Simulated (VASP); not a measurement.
# TiO2 (Rutile) (P4_2/mnm) in VASP: notebook

Aim: see how the results for TiO2 (Rutile) move with the level of theory and the settings. Levels: PBEsol, LDA, r2SCAN. Tasks: electric field gradients.

All numbers are computed with VASP 6.6.1; they aren't measurements. Logs are shortened: lines on timing, memory, paths and dates and some standing lists are left out, and cuts for length are marked.

**The experiment to reproduce.**

From “Shallow Valence Band of Rutile GeO2 and P-type Doping”, 2020, arxiv:2011.08928, for a bulk crystal of TiO2 at 1.6 K: band gap 3.03 eV (direct).

The results are compared with them further down.

### 1 The cell of the first run

The structure is tetragonal, space group P4_2/mnm (No. 136). The conventional cell has a = 4.592 Å, b = 4.592 Å, c = 2.957 Å, α = 90.00°, β = 90.00°, γ = 90.00°. Within 2.6 Å of Ti (site symmetry mmm) lie 6 O at 1.95 to 1.98 Å. O (site symmetry m2m) has 3 Ti at 1.95 to 1.98 Å and 1 O at 2.53 Å within 2.6 Å.

### 2 Electric field gradients, PBEsol

Contents of INCAR:

```
ALGO = Normal
EDIFF = 1E-8
ENCUT = 520
GGA = PS
ISIF = 2
ISMEAR = -4
LASPH = True
LCHARG = False
LEFG = True
LREAL = False
LWAVE = False
NBANDS = 33
NELM = 100
PREC = Accurate
SIGMA = 0.1
```

Contents of KPOINTS:

```
k-points
0
Gamma
  7 7 10
```

Contents of POSCAR:

```
TiO2
1.0
    4.5922000000      0.0000000000      0.0000000000
    0.0000000000      4.5922000000      0.0000000000
    0.0000000000      0.0000000000      2.9574000000
Ti O
2 4
Direct
    0.0000000000      0.0000000000      0.0000000000
    0.5000000000      0.5000000000      0.5000000000
    0.3049600000      0.3049600000      0.0000000000
    0.1950400000      0.8049600000      0.5000000000
    0.6950400000      0.6950400000      0.0000000000
    0.8049600000      0.1950400000      0.5000000000
```

Potentials or basis: VASP PAW PBE potentials, release 64 (Ti_sv, O).

The run is started by

```bash
cat potpaw_PBE.64/Ti_sv/POTCAR potpaw_PBE.64/O/POTCAR > POTCAR
mpirun -np 1 vasp_std > vasp.out
```

OUTCAR:

```text
EDIFF = 1E-8
   ENCUT = 520
   GGA = PS
   ISIF = 2
   ISMEAR = -4
   LASPH = True
   LREAL = False
   NELM = 100
   PREC = Accurate

 ion  position               nearest neighbor table
   1  0.000  0.000  0.000-   4 1.95   6 1.95   4 1.95   6 1.95   5 1.98   3 1.98
   2  0.500  0.500  0.500-   3 1.95   5 1.95   3 1.95   5 1.95   4 1.98   6 1.98
   3  0.305  0.305  0.000-   2 1.95   2 1.95   1 1.98
   4  0.195  0.805  0.500-   1 1.95   1 1.95   2 1.98
   5  0.695  0.695  0.000-   2 1.95   2 1.95   1 1.98
   6  0.805  0.195  0.500-   1 1.95   1 1.95   2 1.98

  LATTYP: Found a simple tetragonal cell.
 ALAT       =     4.5922000000
 C/A-ratio  =     0.6440050520

  Lattice vectors:

 A1 = (   4.5922000000,   0.0000000000,   0.0000000000)
 A2 = (   0.0000000000,   4.5922000000,   0.0000000000)
 A3 = (   0.0000000000,   0.0000000000,   2.9574000000)

Analysis of symmetry for initial positions (statically):
=====================================================================
 Subroutine PRICEL returns:
 Original cell was already a primitive cell.

 Routine SETGRP: Setting up the symmetry group for a
 simple tetragonal supercell.

 Subroutine GETGRP returns: Found 16 space group operations
 (whereof  8 operations were pure point group operations)
 out of a pool of 16 trial point group operations.

The static configuration has the point symmetry D_2h.
 The point group associated with its full space group is D_4h.

Analysis of symmetry for dynamics (positions and initial velocities):
=====================================================================
 Subroutine PRICEL returns:
 Original cell was already a primitive cell.

 Routine SETGRP: Setting up the symmetry group for a
 simple tetragonal supercell.

 Subroutine GETGRP returns: Found 16 space group operations
 (whereof  8 operations were pure point group operations)
 out of a pool of 16 trial point group operations.

The dynamic configuration has the point symmetry D_2h.
 The point group associated with its full space group is D_4h.

 Subroutine INISYM returns: Found 16 space group operations
 (whereof  8 operations are pure point group operations),
 and found     1 'primitive' translations

----------------------------------------------------------------------------------------

                                     Primitive cell

  volume of cell :      62.3665

  direct lattice vectors                    reciprocal lattice vectors
     4.592200000  0.000000000  0.000000000     0.217760550  0.000000000  0.000000000
     0.000000000  4.592200000  0.000000000     0.000000000  0.217760550  0.000000000
     0.000000000  0.000000000  2.957400000     0.000000000  0.000000000  0.338134848

  length of vectors
     4.592200000  4.592200000  2.957400000     0.217760550  0.217760550  0.338134848

  position of ions in fractional coordinates (direct lattice)
     0.000000000  0.000000000  0.000000000
     0.500000000  0.500000000  0.500000000
     0.304960000  0.304960000  0.000000000
     0.195040000  0.804960000  0.500000000
     0.695040000  0.695040000  0.000000000
     0.804960000  0.195040000  0.500000000

  ion indices of the primitive-cell ions
   primitive index   ion index
                 1           1
                 2           2
                 3           3
                 4           4
                 5           5
                 6           6

----------------------------------------------------------------------------------------

 KPOINTS: k-points

Automatic generation of k-mesh.
 Grid dimensions read from file:
 generate k-points for:    7    7   10

 Generating k-lattice:

  Cartesian coordinates                     Fractional coordinates (reciprocal lattice)
     0.031108650  0.000000000  0.000000000     0.142857143  0.000000000  0.000000000
     0.000000000  0.031108650  0.000000000     0.000000000  0.142857143  0.000000000
     0.000000000  0.000000000  0.033813485     0.000000000  0.000000000  0.100000000

  Length of vectors
     0.031108650  0.031108650  0.033813485

  Shift w.r.t. Gamma in fractional coordinates (k-lattice)
     0.000000000  0.000000000  0.000000000

 TETIRR: Found    725 inequivalent tetrahedra from     2940

 Subroutine IBZKPT returns following result:
 ===========================================

 Found     60 irreducible k-points:

 Following reciprocal coordinates:
            Coordinates               Weight
  0.000000  0.000000  0.000000      1.000000
  0.142857  0.000000  0.000000      4.000000
  0.285714  0.000000  0.000000      4.000000
  0.428571  0.000000  0.000000      4.000000
  0.142857  0.142857  0.000000      4.000000
  0.285714  0.142857  0.000000      8.000000
[... 16 lines left out ...]
  0.285714  0.000000  0.200000      8.000000
  0.428571  0.000000  0.200000      8.000000
 [... further k-points ...]
   k-points           NKPTS =     60   k-points in BZ     NKDIM =     60   number of bands    NBANDS=     33
   number of dos      NEDOS =    301   number of ions     NIONS =      6
   total plane-waves  NPLWV =  31104
   dimension x,y,z NGX =    36 NGY =   36 NGZ =   24
   dimension x,y,z NGXF=    72 NGYF=   72 NGZF=   48
   ions per type =               2   4
   NGX,Y,Z   is equivalent  to a cutoff of  13.03, 13.03, 13.49 a.u.
   NGXF,Y,Z  is equivalent  to a cutoff of  26.07, 26.07, 26.98 a.u.
 SYSTEM =  unknown system
   PREC   = accura    normal or accurate (medium, high low for compatibility)
   ISTART =      0    job   : 0-new  1-cont  2-samecut
   ICHARG =      2    charge: 1-file 2-atom 10-const
   ISPIN  =      1    spin polarized calculation?
   LNONCOLLINEAR =      F non collinear calculations
   LSORBIT =      F    spin-orbit coupling
   LASPH  =      T    aspherical Exc in radial PAW
   ENCUT  =  520.0 eV  38.22 Ry    6.18 a.u.   8.54  8.54  5.50*2*pi/ulx,y,z
   NELM   =    100;   NELMIN=  2; NELMDL= -5     # of ELM steps
   EDIFF  = 0.1E-07   stopping-criterion for ELM
   LREAL  =      F    real-space projection
   EDIFFG = 0.1E-06   stopping-criterion for IOM
   NSW    =      0    number of steps for IOM
   IBRION =     -1    ionic relax: 0-MD 1-quasi-New 2-CG
   NFREE  =      0    steps in history (QN), initial steepest desc. (CG)
   ISIF   =      2    stress and relaxation
   ISYM   =      2    0-nonsym 1-usesym 2-fastsym
   POTIM  = 0.5000    time-step for ionic-motion
   TEBEG  =    0.0;   TEEND  =   0.0 temperature during run
   PSTRESS=    0.0 pullay stress
   NELECT =      48.0000    total number of electrons
   NUPDOWN=      -1.0000    fix difference up-down
   EMIN   =  10.00;   EMAX   =-10.00  energy-range for DOS
   EFERMI =   0.00;   METHOD = LEGACY
   ISMEAR =    -4;   SIGMA  =   0.10  broadening in eV -4-tet -1-fermi 0-gaus
   EFERMI_NEDOS =   21; number of points for ismear=-14 and -15
   IALGO  =     38    algorithm
   IMIX   =      4    mixing-type and parameters
     AMIX     =   0.40;   BMIX     =  1.00
     AMIX_MAG =   1.60;   BMIX_MAG =  1.00
  volume/ion in A,a.u.               =      10.39        70.15
  Fermi-wavevector in a.u.,A,eV,Ry     =   1.500277  2.835112 30.624403  2.250830
  Thomas-Fermi vector in A             =   2.611798
   LORBIT       =      0    0 simple, 1 ext, 2 COOP (PROOUT), +10 PAW based schemes
   GGA     = PS    functional components
   LHFCALC =     F    Hartree Fock is set to
   AEXX    =    0.0000 exact exchange contribution
   IVDW    =     0    specifies the selected vdW correction
   LEPSILON=     F    determine dielectric tensor
   LRPA    =     F    only Hartree local field effects (RPA)
 non-spin polarized calculation
 Fermi weights with tetrahedron method witout Bloechl corrections
  energy-cutoff  :      520.00
  volume of cell :       62.37
 maximum number of plane-waves:      1696
 NGX is ok and might be reduce to    36
   NGX = 17   NGY = 17   NGZ = 11

 number of electron      48.0000021 magnetization

 Free energy of the ion-electron system (eV)
  ---------------------------------------------------
  ext. energy  EPLUGINS =         0.00000000
  ---------------------------------------------------
  free energy    TOTEN  =       -56.09691000 eV

  energy without entropy =      -56.09691000  energy(sigma->0) =      -56.09691000

 E-fermi :   4.8184     XC(G=0): -11.7078

 val. band max:        4.7432571519   @ k =   0.0000   0.0000   0.0000
 cond. band min:       6.5785573700   @ k =   0.0000   0.0000   0.0000
 fundamental gap:      1.8353002181
 Fermi energy:         4.8183710262

 k-point     1 :       0.0000    0.0000    0.0000
  band No.  band energies     occupation
      1     -51.9123      2.00000
      2     -51.8944      2.00000
      3     -28.3361      2.00000
      4     -28.3361      2.00000
      5     -28.1656      2.00000
      6     -28.1656      2.00000
[... 25 lines left out ...]
     32      11.4117      0.00000
     33      11.4201      0.00000

 k-point     2 :       0.1429    0.0000    0.0000
  band No.  band energies     occupation
      1     -51.9114      2.00000
      2     -51.8953      2.00000
      3     -28.3294      2.00000
      4     -28.3287      2.00000
      5     -28.1739      2.00000
      6     -28.1732      2.00000
[... 25 lines left out ...]
     32      11.3401      0.00000
     33      11.3560      0.00000
[... 754 lines left out ...]
     32      10.3899      0.00000
     33      10.8587      0.00000

 k-point    24 :       0.4286    0.0000    0.2000
  band No.  band energies     occupation
      1     -51.8905      2.00000
      2     -51.8873      2.00000
      3     -28.3017      2.00000
      4     -28.2916      2.00000
      5     -28.2485      2.00000
      6     -28.2388      2.00000
[... 25 lines left out ...]
     32      10.1523      0.00000
     33      11.0794      0.00000

 [... further k-points ...]
[... 5 lines left out ...]
  --------------------------------------------------------------------------------------
  -------------------------------------------------------------------------------------
  Total       -0.1819371     -0.1819371     -0.8530180     -0.0000000      0.0000000      0.0000000
  in kB       -4.6739078     -4.6739078    -21.9137704     -0.0000000      0.0000000      0.0000000
  external PRESSURE =     -10.4205287 kB  Pullay stress =       0.0000000 kB

 VOLUME and BASIS-vectors are now :
 -----------------------------------------------------------------------------
  energy-cutoff  :      520.00
  volume of cell :       62.37
      direct lattice vectors                 reciprocal lattice vectors
     4.592200000  0.000000000  0.000000000     0.217760550  0.000000000  0.000000000
     0.000000000  4.592200000  0.000000000     0.000000000  0.217760550  0.000000000
     0.000000000  0.000000000  2.957400000     0.000000000  0.000000000  0.338134848

 POSITION                                       TOTAL-FORCE (eV/Angst)
 -----------------------------------------------------------------------------------
      0.00000      0.00000      0.00000         0.000000      0.000000      0.000000
      2.29610      2.29610      1.47870         0.000000      0.000000      0.000000
      1.40044      1.40044      0.00000        -0.039280     -0.039280     -0.000000
      0.89566      3.69654      1.47870         0.039280     -0.039280     -0.000000
      3.19176      3.19176      0.00000         0.039280      0.039280      0.000000
      3.69654      0.89566      1.47870        -0.039280      0.039280      0.000000
 -----------------------------------------------------------------------------------
    total drift:                                0.000000      0.000000     -0.000000

  FREE ENERGIE OF THE ION-ELECTRON SYSTEM (eV)
  ---------------------------------------------------
  free  energy   TOTEN  =       -56.0969100008 eV

  energy  without entropy=      -56.0969100008  energy(sigma->0) =      -56.09691000

 Electric field gradients (V/A^2)
---------------------------------------------------------------------
 ion       V_xx      V_yy      V_zz      V_xy      V_xz      V_yz
---------------------------------------------------------------------
   1      10.599    10.599   -21.197     4.055     0.000    -0.000
   2      10.599    10.599   -21.197    -4.055     0.000    -0.000
   3       0.839     0.839    -1.678    20.538     0.000     0.000
   4       0.839     0.839    -1.678   -20.538    -0.000     0.000
   5       0.839     0.839    -1.678    20.538     0.000     0.000
   6       0.839     0.839    -1.678   -20.538    -0.000    -0.000
---------------------------------------------------------------------

 Electric field gradients after diagonalization (V/A^2)
 (convention: |V_zz| > |V_xx| > |V_yy|)
----------------------------------------------------------------------
 ion       V_xx      V_yy      V_zz     asymmetry (V_yy - V_xx)/ V_zz
----------------------------------------------------------------------
   1      14.654     6.543   -21.197       0.383
   2      14.654     6.543   -21.197       0.383
   3     -19.699    -1.678    21.377       0.843
   4     -19.699    -1.678    21.377       0.843
   5     -19.699    -1.678    21.377       0.843
   6     -19.699    -1.678    21.377       0.843
----------------------------------------------------------------------

           NMR quadrupolar parameters

 Cq : quadrupolar parameter    Cq=e*Q*V_zz/h
 eta: asymmetry parameters     (V_yy - V_xx)/ V_zz
 Q  : nuclear electric quadrupole moment in mb (millibarn)
----------------------------------------------------------------------
 ion       Cq(MHz)       eta       Q (mb)
----------------------------------------------------------------------
   1      -0.051       0.383       1.000
   2      -0.051       0.383       1.000
   3       0.052       0.843       1.000
   4       0.052       0.843       1.000
   5       0.052       0.843       1.000
   6       0.052       0.843       1.000
----------------------------------------------------------------------
```

Wall time 86 s (1 thread of Intel Xeon 6975P-C, shared host); peak memory 0.24 GiB.

Results:

| Quantity | Value |
| --- | --- |
| Free energy | -56.0969 eV |
| Pressure | -1.0 GPa |
| Largest force | 0.056 eV/Å |
| Band gap on the k mesh | 1.84 eV, direct |

Forces in eV/Å, atoms in the order of the input:
```
Ti   0.000  0.000  0.000
Ti   0.000  0.000  0.000
O   -0.039 -0.039  0.000
O    0.039 -0.039  0.000
O    0.039  0.039  0.000
O   -0.039  0.039  0.000
```

Electric field gradients, principal values (V/Å²):
| atom | least | middle | greatest (by size) |
| --- | --- | --- | --- |
| 1 Ti | 6.543 | 14.654 | -21.197 |
| 2 Ti | 6.543 | 14.654 | -21.197 |
| 3 O | -1.678 | -19.699 | 21.377 |
| 4 O | -1.678 | -19.699 | 21.377 |
| 5 O | -1.678 | -19.699 | 21.377 |
| 6 O | -1.678 | -19.699 | 21.377 |

Caveat: without QUAD_EFG the Cq values of the log hold for a quadrupole moment of 1 mb, not for the nuclei; the PAW data sets were made with another functional, which shifts forces and pressure a little.

### 3 Electric field gradients, LDA

Contents of INCAR:

```
SYSTEM = TiO2
ALGO = Normal
EDIFF = 1E-8
ENCUT = 520
ISIF = 2
ISMEAR = -1
LASPH = .TRUE.
LCHARG = .FALSE.
LEFG = .TRUE.
LREAL = .FALSE.
LWAVE = .FALSE.
NBANDS = 33
NELM = 80
PREC = Accurate
SIGMA = 0.02
```

Contents of KPOINTS:

```
k-points
0
G
  7 7 10
  0 0 0
```

Contents of POSCAR:

```
TiO2
1.0
    4.5922000000      0.0000000000      0.0000000000
    0.0000000000      4.5922000000      0.0000000000
    0.0000000000      0.0000000000      2.9574000000
Ti O
2 4
Direct
    0.0000000000      0.0000000000      0.0000000000
    0.5000000000      0.5000000000      0.5000000000
    0.3042201823      0.3042201823      0.0000000000
    0.1957798177      0.8042201823      0.5000000000
    0.6957798177      0.6957798177      0.0000000000
    0.8042201823      0.1957798177      0.5000000000
```

Potentials or basis: VASP PAW LDA potentials, release 64 (Ti_sv, O).

The run is started by

```bash
cat potpaw_LDA.64/Ti_sv/POTCAR potpaw_LDA.64/O/POTCAR > POTCAR
mpirun -np 1 vasp_std > vasp.out
```

OUTCAR:

```text
SYSTEM = TiO2
   EDIFF = 1E-8
   ENCUT = 520
   ISIF = 2
   ISMEAR = -1
   LASPH = .TRUE.
   LREAL = .FALSE.
   NELM = 80
   PREC = Accurate

 ion  position               nearest neighbor table
   1  0.000  0.000  0.000-   4 1.95   6 1.95   4 1.95   6 1.95   5 1.98   3 1.98
   2  0.500  0.500  0.500-   3 1.95   5 1.95   3 1.95   5 1.95   4 1.98   6 1.98
   3  0.304  0.304  0.000-   2 1.95   2 1.95   1 1.98
   4  0.196  0.804  0.500-   1 1.95   1 1.95   2 1.98
   5  0.696  0.696  0.000-   2 1.95   2 1.95   1 1.98
   6  0.804  0.196  0.500-   1 1.95   1 1.95   2 1.98

  LATTYP: Found a simple tetragonal cell.
 ALAT       =     4.5922000000
 C/A-ratio  =     0.6440050520

  Lattice vectors:
[... 1104 lines left out ...]
   3       0.758     0.758    -1.515    19.245     0.000     0.000
   4       0.758     0.758    -1.515   -19.245    -0.000    -0.000
   5       0.758     0.758    -1.515    19.245    -0.000     0.000
   6       0.758     0.758    -1.515   -19.245     0.000    -0.000
---------------------------------------------------------------------

 Electric field gradients after diagonalization (V/A^2)
 (convention: |V_zz| > |V_xx| > |V_yy|)
----------------------------------------------------------------------
 ion       V_xx      V_yy      V_zz     asymmetry (V_yy - V_xx)/ V_zz
----------------------------------------------------------------------
   1      11.163     7.765   -18.928       0.180
   2      11.163     7.765   -18.928       0.180
   3     -18.487    -1.515    20.002       0.848
   4     -18.487    -1.515    20.002       0.848
   5     -18.487    -1.515    20.002       0.848
   6     -18.487    -1.515    20.002       0.848
----------------------------------------------------------------------

           NMR quadrupolar parameters

 Cq : quadrupolar parameter    Cq=e*Q*V_zz/h
 eta: asymmetry parameters     (V_yy - V_xx)/ V_zz
 Q  : nuclear electric quadrupole moment in mb (millibarn)
----------------------------------------------------------------------
 ion       Cq(MHz)       eta       Q (mb)
----------------------------------------------------------------------
   1      -0.046       0.180       1.000
   2      -0.046       0.180       1.000
   3       0.048       0.848       1.000
   4       0.048       0.848       1.000
   5       0.048       0.848       1.000
   6       0.048       0.848       1.000
----------------------------------------------------------------------
```

OSZICAR:

```text
N       E                     dE             d eps       ncg     rms          rms(c)
DAV:   1     0.638556655136E+03    0.63856E+03   -0.24033E+04  3960   0.170E+03
DAV:   2     0.194607472453E+02   -0.61910E+03   -0.57303E+03  4263   0.509E+02
[... 12 lines left out ...]
DAV:  15    -0.587418689418E+02    0.41827E-04   -0.13663E-04  5879   0.981E-02    0.368E-03
DAV:  16    -0.587418698223E+02   -0.88053E-06   -0.11798E-05  4622   0.227E-02    0.508E-03
DAV:  17    -0.587418697021E+02    0.12022E-06   -0.62938E-07  6188   0.767E-03    0.225E-03
DAV:  18    -0.587418696677E+02    0.34437E-07   -0.46082E-07  4667   0.359E-03    0.991E-04
DAV:  19    -0.587418696560E+02    0.11647E-07   -0.43265E-08  3844   0.171E-03    0.169E-04
DAV:  20    -0.587418696561E+02   -0.48203E-10   -0.22563E-09  2513   0.356E-04
   1 F= -.58741870E+02 E0= -.58741870E+02  d E =-.205392E-13
```

Run time: 99 s. Hardware: 1 thread of Intel Xeon 6975P-C, shared host; peak memory 0.22 GiB.

Results:

```yaml
Free_energy: -58.7419 eV
Pressure: -7.0 GPa
Largest_force: 0.092 eV/Å
Band_gap_on_the_k_mesh: 1.76 eV, direct
```

Forces on the atoms (eV/Å):
```
Ti   0.000  0.000  0.000
Ti   0.000  0.000  0.000
O    0.065  0.065  0.000
O   -0.065  0.065  0.000
O   -0.065 -0.065  0.000
O    0.065 -0.065  0.000
```

Electric field gradients, principal values (V/Å²):
| atom | least | middle | greatest (by size) |
| --- | --- | --- | --- |
| 1 Ti | 7.765 | 11.163 | -18.928 |
| 2 Ti | 7.765 | 11.163 | -18.928 |
| 3 O | -1.515 | -18.487 | 20.002 |
| 4 O | -1.515 | -18.487 | 20.002 |
| 5 O | -1.515 | -18.487 | 20.002 |
| 6 O | -1.515 | -18.487 | 20.002 |

Caveat: without QUAD_EFG the Cq values of the log hold for a quadrupole moment of 1 mb, not for the nuclei.

(Continued in part 2 of 2.)
